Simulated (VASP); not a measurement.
# MgO (Cm) in VASP: single point with PBE

Aim: the single point of MgO with PBE.

Everything below comes from runs of VASP 6.6.1. Logs are shortened: lines on timing, memory, paths and dates and some standing lists are left out, and cuts for length are marked.

**1. The cell of the first run**

Symmetry: Cm, No. 8, monoclinic system. The conventional cell has a = 5.729 Å, b = 3.308 Å, c = 4.983 Å, α = 90.00°, β = 90.29°, γ = 90.00°. Mg (site symmetry m) has 4 O at 1.97 to 1.99 Å within 2.6 Å. Within 2.6 Å of Mg (site symmetry m) lie 4 O at 1.97 to 1.99 Å. Within 2.6 Å of O (site symmetry m) lie 4 Mg at 1.97 to 1.99 Å. Within 2.6 Å of O (site symmetry m) lie 4 Mg at 1.97 to 1.99 Å.

**2. Single point, PBE (strain +0.0050 x Voigt [0, 0, 0, 1, 0, 0])**

The input, INCAR:

```
SYSTEM = MgO
  PREC = Accurate
  ENCUT = 520
  EDIFF = 1E-6
  ISMEAR = 0
  SIGMA = 0.05
  LREAL = .False.
  LASPH = .True.
  NELM = 100
  ALGO = Normal
  ISIF = 2
  LWAVE = .False.
  LCHARG = .False.
  GGA = PE
  NBANDS = 16
```

The input, KPOINTS:

```
Automatic mesh
0
Gamma
  9 9 6
  0 0 0
```

The input, POSCAR:

```
MgO
1.0
    3.3077869865      0.0000000000      0.0000000000
   -1.6538934933      2.8646275606      0.0071615689
    0.0000000000      0.0124572042      4.9828816700
Mg O
2 2
Direct
    0.3333333333      0.6666666667      0.0021597400
    0.6666666667      0.3333333333      0.5021597400
    0.3333333333      0.6666666667      0.4024402600
    0.6666666667      0.3333333333      0.9024402600
```

Potentials or basis: VASP PAW PBE potentials, release 64 (Mg, O).

On the command line:

```
$ cat potpaw_PBE.64/Mg/POTCAR potpaw_PBE.64/O/POTCAR > POTCAR
$ mpirun -np 1 vasp_std > vasp.out
```

OUTCAR:

```text
SYSTEM = MgO
   PREC = Accurate
   ENCUT = 520
   EDIFF = 1E-6
   ISMEAR = 0
   LREAL = .False.
   LASPH = .True.
   NELM = 100
   ISIF = 2
   GGA = PE

 ion  position               nearest neighbor table
   1  0.333  0.667  0.002-   4 1.97   4 1.97   4 1.97   3 1.99   2 3.13   2 3.14   2 3.14   2 3.14
                             2 3.14   2 3.15
   2  0.667  0.333  0.502-   3 1.97   3 1.97   3 1.98   4 1.99   1 3.13   1 3.14   1 3.14   1 3.14
                             1 3.14   1 3.15
   3  0.333  0.667  0.402-   2 1.97   2 1.97   2 1.98   1 1.99
   4  0.667  0.333  0.902-   1 1.97   1 1.97   1 1.97   2 1.99

  LATTYP: Found a base centered monoclinic cell.
 ALAT       =     5.7292730251
 B/A-ratio  =     0.5773484650
 C/A-ratio  =     0.8697259180
 COS(beta)  =    -0.0049999688

  Lattice vectors:

 A1 = (  -1.6538934932,  -2.8646275606,  -0.0071615689)
 A2 = (   1.6538934933,  -2.8646275606,  -0.0071615689)
 A3 = (   0.0000000000,   0.0124572042,   4.9828816700)

Analysis of symmetry for initial positions (statically):
=====================================================================
 Subroutine PRICEL returns:
 Original cell was already a primitive cell.

 Routine SETGRP: Setting up the symmetry group for a
 base centered monoclinic supercell.

 Subroutine GETGRP returns: Found  2 space group operations
 (whereof  2 operations were pure point group operations)
 out of a pool of  4 trial point group operations.

The static configuration has the point symmetry C_1h.

Analysis of symmetry for dynamics (positions and initial velocities):
=====================================================================
 Subroutine PRICEL returns:
 Original cell was already a primitive cell.

 Routine SETGRP: Setting up the symmetry group for a
 base centered monoclinic supercell.

 Subroutine GETGRP returns: Found  2 space group operations
 (whereof  2 operations were pure point group operations)
 out of a pool of  4 trial point group operations.

The dynamic configuration has the point symmetry C_1h.

 Subroutine INISYM returns: Found  2 space group operations
 (whereof  2 operations are pure point group operations),
 and found     1 'primitive' translations

----------------------------------------------------------------------------------------

                                     Primitive cell

  volume of cell :      47.2154

  direct lattice vectors                    reciprocal lattice vectors
     3.307786987  0.000000000  0.000000000     0.302316928  0.174543851 -0.000436360
    -1.653893493  2.864627561  0.007161569     0.000000000  0.349087701 -0.000872719
     0.000000000  0.012457204  4.982881670     0.000000000 -0.000501721  0.200688340

  length of vectors
     3.307786987  3.307794739  4.982897241     0.349086338  0.349088792  0.200688967

  position of ions in fractional coordinates (direct lattice)
     0.333333333  0.666666667  0.002159740
     0.666666667  0.333333333  0.502159740
     0.333333333  0.666666667  0.402440260
     0.666666667  0.333333333  0.902440260

  ion indices of the primitive-cell ions
   primitive index   ion index
                 1           1
                 2           2
                 3           3
                 4           4

----------------------------------------------------------------------------------------

 KPOINTS: Automatic mesh

Automatic generation of k-mesh.
 Grid dimensions read from file:
 generate k-points for:    9    9    6

 Generating k-lattice:

  Cartesian coordinates                     Fractional coordinates (reciprocal lattice)
     0.033590770  0.019393761 -0.000048484     0.111111111 -0.000000000 -0.000000000
     0.000000000  0.038787522 -0.000096969     0.000000000  0.111111111 -0.000000000
     0.000000000 -0.000083620  0.033448057     0.000000000 -0.000000000  0.166666667

  Length of vectors
     0.038787371  0.038787644  0.033448161

  Shift w.r.t. Gamma in fractional coordinates (k-lattice)
     0.000000000  0.000000000  0.000000000

 Subroutine IBZKPT returns following result:
 ===========================================

 Found    140 irreducible k-points:

 Following reciprocal coordinates:
            Coordinates               Weight
  0.000000  0.000000  0.000000      1.000000
  0.111111 -0.000000  0.000000      4.000000
  0.222222  0.000000  0.000000      4.000000
  0.333333 -0.000000  0.000000      4.000000
  0.444444  0.000000  0.000000      4.000000
  0.000000  0.111111  0.000000      2.000000
[... 16 lines left out ...]
  0.333333  0.333333  0.000000      2.000000
  0.000000  0.444444  0.000000      2.000000
 [... further k-points ...]
   k-points           NKPTS =    140   k-points in BZ     NKDIM =    140   number of bands    NBANDS=     16
   number of dos      NEDOS =    301   number of ions     NIONS =      4
   total plane-waves  NPLWV =  31360
   dimension x,y,z NGX =    28 NGY =   28 NGZ =   40
   dimension x,y,z NGXF=    56 NGYF=   56 NGZF=   80
   ions per type =               2   2
   NGX,Y,Z   is equivalent  to a cutoff of  14.07, 14.07, 13.35 a.u.
   NGXF,Y,Z  is equivalent  to a cutoff of  28.15, 28.14, 26.69 a.u.
 SYSTEM =  MgO
   PREC   = accura    normal or accurate (medium, high low for compatibility)
   ISTART =      0    job   : 0-new  1-cont  2-samecut
   ICHARG =      2    charge: 1-file 2-atom 10-const
   ISPIN  =      1    spin polarized calculation?
   LNONCOLLINEAR =      F non collinear calculations
   LSORBIT =      F    spin-orbit coupling
   LASPH  =      T    aspherical Exc in radial PAW
   ENCUT  =  520.0 eV  38.22 Ry    6.18 a.u.   6.15  6.15  9.26*2*pi/ulx,y,z
   NELM   =    100;   NELMIN=  2; NELMDL= -5     # of ELM steps
   EDIFF  = 0.1E-05   stopping-criterion for ELM
   LREAL  =      F    real-space projection
   EDIFFG = 0.1E-04   stopping-criterion for IOM
   NSW    =      0    number of steps for IOM
   IBRION =     -1    ionic relax: 0-MD 1-quasi-New 2-CG
   NFREE  =      0    steps in history (QN), initial steepest desc. (CG)
   ISIF   =      2    stress and relaxation
   ISYM   =      2    0-nonsym 1-usesym 2-fastsym
   POTIM  = 0.5000    time-step for ionic-motion
   TEBEG  =    0.0;   TEEND  =   0.0 temperature during run
   PSTRESS=    0.0 pullay stress
   NELECT =      16.0000    total number of electrons
   NUPDOWN=      -1.0000    fix difference up-down
   EMIN   =  10.00;   EMAX   =-10.00  energy-range for DOS
   EFERMI =   0.00;   METHOD = LEGACY
   ISMEAR =     0;   SIGMA  =   0.05  broadening in eV -4-tet -1-fermi 0-gaus
   EFERMI_NEDOS =   21; number of points for ismear=-14 and -15
   IALGO  =     38    algorithm
   IMIX   =      4    mixing-type and parameters
     AMIX     =   0.40;   BMIX     =  1.00
     AMIX_MAG =   1.60;   BMIX_MAG =  1.00
  volume/ion in A,a.u.               =      11.80        79.66
  Fermi-wavevector in a.u.,A,eV,Ry     =   1.141354  2.156846 17.724154  1.302689
  Thomas-Fermi vector in A             =   2.278054
   LORBIT       =      0    0 simple, 1 ext, 2 COOP (PROOUT), +10 PAW based schemes
   GGA     = PE    functional components
   LHFCALC =     F    Hartree Fock is set to
   AEXX    =    0.0000 exact exchange contribution
   IVDW    =     0    specifies the selected vdW correction
   LEPSILON=     F    determine dielectric tensor
   LRPA    =     F    only Hartree local field effects (RPA)
 non-spin polarized calculation
 Gauss-broadening in eV      SIGMA  =   0.05
  energy-cutoff  :      520.00
  volume of cell :       47.22
 maximum number of plane-waves:      1299
 NGX is ok and might be reduce to    28
   NGX = 13   NGY = 13   NGZ = 19

 number of electron      15.9999997 magnetization

 Free energy of the ion-electron system (eV)
  ---------------------------------------------------
  ext. energy  EPLUGINS =         0.00000000
  ---------------------------------------------------
  free energy    TOTEN  =       -23.51980183 eV

  energy without entropy =      -23.51980183  energy(sigma->0) =      -23.51980183

 E-fermi :   1.4336     XC(G=0):  -9.7439

 val. band max:        1.1586752147   @ k =   0.0000   0.0000   0.0000
 cond. band min:       4.6209072509   @ k =   0.0000   0.0000   0.0000
 fundamental gap:      3.4622320362
 Fermi energy:         1.4335807826

 k-point     1 :       0.0000    0.0000    0.0000
  band No.  band energies     occupation
      1     -15.1159      2.00000
      2     -14.3049      2.00000
      3      -2.1259      2.00000
      4       0.3694      2.00000
      5       0.3694      2.00000
      6       0.7108      2.00000
[... 8 lines left out ...]
     15      17.5957      0.00000
     16      17.5958      0.00000

 k-point     2 :       0.1111   -0.0000    0.0000
  band No.  band energies     occupation
      1     -15.0545      2.00000
      2     -14.2848      2.00000
      3      -2.0068      2.00000
      4       0.0695      2.00000
      5       0.2881      2.00000
      6       0.3448      2.00000
[... 8 lines left out ...]
     15      17.3000      0.00000
     16      17.5468      0.00000

 k-point     3 :       0.2222    0.0000    0.0000
  band No.  band energies     occupation
      1     -14.8896      2.00000
      2     -14.2400      2.00000
      3      -1.6713      2.00000
      4      -0.7206      2.00000
      5      -0.2110      2.00000
      6       0.1166      2.00000
[... 8 lines left out ...]
     15      16.2081      0.00000
     16      16.5765      0.00000

 k-point     4 :       0.3333   -0.0000    0.0000
  band No.  band energies     occupation
      1     -14.6759      2.00000
      2     -14.2079      2.00000
      3      -1.4825      2.00000
      4      -1.1753      2.00000
      5      -0.6988      2.00000
      6      -0.0491      2.00000
[... 8 lines left out ...]
     15      15.5500      0.00000
     16      16.7380      0.00000
[... 324 lines left out ...]
 k-point    22 :       0.2222    0.3333    0.0000
  band No.  band energies     occupation
      1     -14.4138      2.00000
      2     -14.2342      2.00000
      3      -1.6926      2.00000
      4      -0.9071      2.00000
      5      -0.5779      2.00000
      6      -0.4201      2.00000
[... 8 lines left out ...]
     15      14.8279      0.00000
     16      17.2110      0.00000

 k-point    23 :       0.3333    0.3333    0.0000
  band No.  band energies     occupation
      1     -14.3021      2.00000
      2     -14.3021      2.00000
      3      -1.6241      2.00000
      4      -0.7976      2.00000
      5      -0.7975      2.00000
      6      -0.1412      2.00000
[... 8 lines left out ...]
     15      14.3447      0.00000
     16      18.0723      0.00000

 k-point    24 :       0.0000    0.4444    0.0000
  band No.  band energies     occupation
      1     -14.5014      2.00000
      2     -14.2173      2.00000
      3      -1.9013      2.00000
      4      -1.0093      2.00000
      5      -0.6905      2.00000
      6      -0.1473      2.00000
[... 8 lines left out ...]
     15      15.2628      0.00000
     16      17.0549      0.00000

 [... further k-points ...]
[... 5 lines left out ...]
  --------------------------------------------------------------------------------------
  -------------------------------------------------------------------------------------
  Total        0.8414854      0.8413631      0.9083399     -0.0000000     -0.1090265      0.0000000
  in kB       28.5544366     28.5502880     30.8230372     -0.0000000     -3.6996354      0.0000000
  external PRESSURE =      29.3092539 kB  Pullay stress =       0.0000000 kB

 VOLUME and BASIS-vectors are now :
 -----------------------------------------------------------------------------
  energy-cutoff  :      520.00
  volume of cell :       47.22
      direct lattice vectors                 reciprocal lattice vectors
     3.307786987  0.000000000  0.000000000     0.302316928  0.174543851 -0.000436360
    -1.653893493  2.864627561  0.007161569     0.000000000  0.349087701 -0.000872719
     0.000000000  0.012457204  4.982881670     0.000000000 -0.000501721  0.200688340

 POSITION                                       TOTAL-FORCE (eV/Angst)
 -----------------------------------------------------------------------------------
     -0.00000      1.90978      0.01554         0.000000     -0.019330      0.007949
      1.65389      0.96113      2.50459         0.000000     -0.018918      0.007937
     -0.00000      1.91476      2.01009        -0.000000      0.018917     -0.007945
      1.65389      0.96612      4.49914        -0.000000      0.019331     -0.007941
 -----------------------------------------------------------------------------------
    total drift:                               -0.000000     -0.000114      0.002100

  FREE ENERGIE OF THE ION-ELECTRON SYSTEM (eV)
  ---------------------------------------------------
  free  energy   TOTEN  =       -23.5198018304 eV

  energy  without entropy=      -23.5198018304  energy(sigma->0) =      -23.51980183
```

Run time: 39 s. Hardware: 1 thread of Intel Xeon 6975P-C (Granite Rapids), shared host; peak memory 0.24 GiB.

Results:

- Free energy: -23.5198 eV
- Pressure: 2.9 GPa
- Largest force: 0.021 eV/Å
- Band gap on the k mesh: 3.46 eV, direct

Forces in eV/Å, atoms in the order of the input:
```
Mg   0.000 -0.019  0.008
Mg   0.000 -0.019  0.008
O    0.000  0.019 -0.008
O    0.000  0.019 -0.008
```

Levels at points of the mesh, in eV from the valence-band top:
```
           k point  band 5  band 6  band 7  band 8  band 9  band 10  band 11  band 12
(0.00, 0.00, 0.00)   -0.79   -0.45   -0.45    0.00    3.46     8.51    10.34    14.08
(0.00, 0.00, 0.50)   -0.63   -0.63   -0.62   -0.62    5.98     5.98    13.22    13.22
```

Caveat: the cell differs from its parent crystal (strain +0.0050 x Voigt [0, 0, 0, 1, 0, 0]). A k mesh can miss the band edges.
